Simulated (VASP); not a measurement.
Pt: relaxation of cell and atoms with LDA

Crystal: Pt.

```xyz
1
Lattice="0.0000 1.9609 1.9609 1.9609 0.0000 1.9609 1.9609 1.9609 0.0000" Properties=species:S:1:pos:R:3 pbc="T T T"
Pt    0.0000    0.0000    0.0000
```

| Item | Value |
| --- | --- |
| Program | VASP 6.6.1 |
| Task | relaxation of cell and atoms |
| Functional | LDA |
| Potentials or basis | VASP PAW LDA potentials, release 64 (Pt) |
| Cutoff | 600 eV |
| k mesh | 11 × 11 × 11 |
| Occupations | fermi-dirac, width 0.05 eV |
| Spin | no spin polarisation |
| Dipole correction | no |
| Further INCAR settings | ALGO = Normal; EDIFF = 1e-07; IBRION = 2; EDIFFG = -0.03; NSW = 80; ISIF = 3 |

| Quantity | Value |
| --- | --- |
| Relaxed volume | 14.80 Å³/atom |
| Relaxed cell | a = 2.756 Å, b = 2.756 Å, c = 2.756 Å, α = 60.00°, β = 60.00°, γ = 60.00° |
| Space group after relaxing (to 0.05 Å) | Fm-3m (No. 225) |
| Energy gained by relaxing | 5.3 meV/atom |
| Ionic steps | 3 |
| Pressure after relaxing | -0.2 GPa |
| Band gap on the k mesh | zero (band 5 reaches 11.92 eV, above the bottom of band 6 at 9.74 eV) |

Step by step:
| step | energy change (eV) | largest force (eV/Å) | pressure (GPa) | volume (Å³) |
| --- | --- | --- | --- | --- |
| 1 | 0.0000 | 0.0000 | -5.71 | 15.08 |
| 2 | 0.0481 | 0.0000 | 21.42 | 13.94 |
| 3 | -0.0053 | 0.0000 | -0.15 | 14.80 |

Final structure:
```
Pt
1.0
     0.00000    1.94848    1.94848
     1.94848    0.00000    1.94848
     1.94848    1.94848    0.00000
Pt
1
Direct
  0.00000 0.00000 0.00000
```

Levels at points of the mesh, in eV from the Fermi level:
```
           k point  band 2  band 3  band 4  band 5  band 6  band 7  band 8  band 9
(0.00, 0.00, 0.00)   -3.90   -3.90   -3.90   -1.64   -1.64   14.61   19.65   19.65
```

Run time: 11 s on 1 thread of Intel(R) Xeon(R) Platinum 8488C (Sapphire Rapids), on a shared host, peak memory 0.15 GiB.

Caveat: spin-orbit coupling is left out, which moves the levels of the heavy elements. LDA usually gives volumes a few per cent too small.
